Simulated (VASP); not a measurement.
A run of VASP 6.6.1:

INCAR

```
PREC = Accurate ; ENCUT = 520
EDIFF = 1E-6 ; ISMEAR = 0
SIGMA = 0.1 ; LREAL = F
LASPH = T ; NELM = 100
ALGO = Normal ; ISIF = 2
LWAVE = F ; LCHARG = T
LDIPOL = T ; IDIPOL = 3
DIPOL = 0.5 0.5 0.500 ; GGA = PS
LELF = T ; LVHAR = T
LVACPOTAV = T ; NBANDS = 48
```

KPOINTS

```
Automatic mesh
0
Gamma
  14 14 1
```

File POSCAR:

```
Cu
1.0
    2.5196845177      0.0000000000      0.0000000000
    0.0000000000      2.5196845177      0.0000000000
    0.0000000000      0.0000000000     25.6901160533
Cu
7
Direct
    0.5000000000      0.5000000000      0.2940285191
    0.0000000000      0.0000000000      0.3611224612
    0.5000000000      0.5000000000      0.4306766476
    0.0000000000      0.0000000000      0.5000000035
    0.5000000000      0.5000000000      0.5693233578
    0.0000000000      0.0000000000      0.6388775384
    0.5000000000      0.5000000000      0.7059714723
```

Potentials or basis: VASP PAW PBE potentials, release 64 (Cu).

Run with:

```bash
$ cat potpaw_PBE.64/Cu/POTCAR > POTCAR
$ mpirun -np 1 vasp_std > vasp.out
```

Hardware: 1 thread of Intel(R) Xeon(R) 6975P-C (Granite Rapids) (shared host).

Problem. How long does it take, and how much memory?

Solution. Run time: 3.2 min on 1 thread of Intel(R) Xeon(R) 6975P-C (Granite Rapids), on a shared host, peak memory 0.37 GiB. Counts: scf iterations 25, k points 36.
